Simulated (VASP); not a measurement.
## TiSi2: relaxation of cell and atoms with PBE+U

Crystal: TiSi2.

```
Ti Si
1.0
    -1.47287    1.71213    4.21208
     1.47287   -1.71213    4.21208
     1.47287    1.71213   -4.21208
Ti Si
1 2
Direct
  0.00000 0.00000 0.00000
  0.67008 0.67008 0.00000
  0.32992 0.32992 0.00000
```

```
Program                : VASP 6.6.1
Task                   : relaxation of cell and atoms
Functional             : PBE
Potentials or basis    : VASP PAW PBE potentials, release 64 (Ti_sv, Si)
Cutoff                 : 600 eV
k mesh                 : 12 × 12 × 12
Occupations            : fermi-dirac, width 0.05 eV
Spin                   : no spin polarisation
Hubbard terms          : Ti d U = 2.0 eV
Dipole correction      : no
Further INCAR settings : ALGO = Fast; EDIFF = 1e-07; IBRION = 2; EDIFFG = -0.01; NSW = 60; ISIF = 3
```

```json
{"Relaxed volume": "14.42 Å³/atom", "Relaxed cell": "a = 4.797 Å, b = 4.797 Å, c = 4.797 Å, α = 143.81°, β = 138.00°, γ = 56.62°", "Space group after relaxing (to 0.1 Å)": "Immm (No. 71)", "Energy gained by relaxing": "2.3 meV/atom", "Ionic steps": "6", "Pressure after relaxing": "0.0 GPa", "Largest force after relaxing": "0.006 eV/Å", "Band gap on the k mesh": "zero (bands 10 and 11 overlap by 2.30 eV)"}
```

Forces on the atoms (eV/Å):
```
Ti   0.000  0.000  0.000
Si   0.000  0.000  0.006
Si   0.000  0.000 -0.006
```

Stress tensor (GPa, compression positive):
```
-0.01  0.00  0.00
 0.00 -0.05  0.00
 0.00  0.00  0.05
```

Step by step:
| step | energy change (eV) | largest force (eV/Å) | pressure (GPa) | volume (Å³) |
| --- | --- | --- | --- | --- |
| 1 | 0.0000 | 0.0726 | 2.48 | 42.49 |
| 2 | -0.0034 | 0.0073 | -1.78 | 43.85 |
| 3 | -0.0065 | 0.0328 | -0.10 | 43.28 |
| 4 | -0.0069 | 0.0177 | -0.04 | 43.27 |
| 5 | -0.0070 | 0.0086 | 0.02 | 43.26 |
| 6 | -0.0070 | 0.0063 | 0.00 | 43.26 |

Final structure:
```
CELL_PARAMETERS angstrom
-1.48988 1.71902 4.22321
1.48988 -1.71902 4.22321
1.48988 1.71902 -4.22321
ATOMIC_POSITIONS crystal
Ti 0.00000 0.00000 0.00000
Si 0.67069 0.67069 0.00000
Si 0.32931 0.32931 0.00000
```

Levels at points of the mesh, in eV from the Fermi level:
```
           k point  band 7  band 8  band 9  band 10  band 11  band 12  band 13  band 14
(0.00, 0.00, 0.00)   -4.20   -2.11   -0.60     0.68     1.95     2.44     3.00     3.72
(0.50, 0.00, 0.00)   -4.37   -3.79   -0.68     0.94     2.07     2.60     3.46     3.94
(0.00, 0.50, 0.00)   -3.69   -3.40   -0.86    -0.39     1.02     2.66     3.31     3.91
(0.50, 0.50, 0.00)   -5.10   -4.81   -2.92    -1.21    -0.81     2.54     2.92     3.15
(0.50, 0.50, 0.50)   -1.36   -1.22   -0.37     0.53     2.00     2.16     2.49     3.75
```

Eigenvalues of the final occupation matrices:
```csv
site,spin,trace,eigenvalues
site 1 d,1,0.97,0.17 0.17 0.19 0.20 0.24
site 1 d,2,0.97,0.17 0.17 0.19 0.20 0.24
```

Wall time 77 min on 1 thread of Oxide Virtual Turin-like Processor, on a shared host, peak memory 0.4 GiB.

Caveat: U without spin polarisation on a metal has little footing; the U is typed as a test and isn't derived for this compound.
